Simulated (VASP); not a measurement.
Hf:

```xyz
4
Lattice="-1.5915 1.6059 -2.2358 4.7502 1.6280 -2.2028 -1.6137 -4.8032 -2.2099" Properties=species:S:1:pos:R:3 pbc="T T T"
Hf    0.0318   -0.0568   -0.0721
Hf   -0.0184   -3.1621   -4.3785
Hf    1.4963   -1.6526   -2.1505
Hf   -1.5784   -1.5011   -2.2573
```

| Quantity | Value |
| --- | --- |
| Program | VASP 6.6.1 |
| Task | relaxation of cell and atoms |
| Functional | PBE |
| Potentials or basis | VASP PAW PBE potentials, release 64 (Hf_pv) |
| Cutoff | 600 eV |
| k mesh | 8 × 4 × 4 |
| Occupations | gaussian, width 0.2 eV |
| Spin | no spin polarisation |

At the start: pressure 0.8 GPa; volume 22.57 Å³/atom.

**Question.** How do energy, volume and symmetry change on relaxing?

**Answer.** Over 20 steps the energy falls by 27.0 meV/atom and the volume is 22.47 Å³/atom (-0.4 %); space group Fm-3m (No. 225, to 0.05 Å).

The path:
```tsv
step	energy change (eV)	largest force (eV/Å)	pressure (GPa)	volume (Å³)
1	0.0000	0.6568	0.79	90.27
2	-0.0544	0.3655	-1.40	91.73
3	-0.0600	0.2724	-2.19	92.35
4	-0.0930	0.1597	-0.18	90.22
5	-0.0948	0.1334	0.42	89.64
6	-0.1021	0.1082	0.27	89.75
7	-0.1045	0.1053	0.12	89.87
8	-0.1057	0.0797	-0.13	90.08
9	-0.1062	0.0507	-0.41	90.34
10	-0.1068	0.0387	-0.27	90.20
11	-0.1073	0.0349	-0.03	89.99
12	-0.1074	0.0369	-0.02	89.91
13	-0.1073	0.0393	0.07	89.86
14	-0.1074	0.0389	0.11	89.89
15	-0.1074	0.0381	0.08	89.90
16	-0.1075	0.0357	0.07	89.92
17	-0.1077	0.0345	-0.01	89.97
18	-0.1078	0.0344	-0.02	90.00
19	-0.1079	0.0256	-0.04	89.97
20	-0.1080	0.0145	0.11	89.90
```

Final structure:
```cif
data_structure
_symmetry_space_group_name_H-M 'P 1'
_symmetry_Int_Tables_number 1
_cell_length_a 3.1581
_cell_length_b 5.4952
_cell_length_c 5.4934
_cell_angle_alpha 109.448
_cell_angle_beta 89.984
_cell_angle_gamma 89.978
_cell_volume 89.90
loop_
_atom_site_label
_atom_site_type_symbol
_atom_site_fract_x
_atom_site_fract_y
_atom_site_fract_z
_atom_site_occupancy
Hf1 Hf 0.00043 0.99997 0.99953 1
Hf2 Hf 0.49918 0.50030 0.00035 1
Hf3 Hf 0.99968 0.50011 0.50007 1
Hf4 Hf 0.50071 0.99961 0.50005 1
```
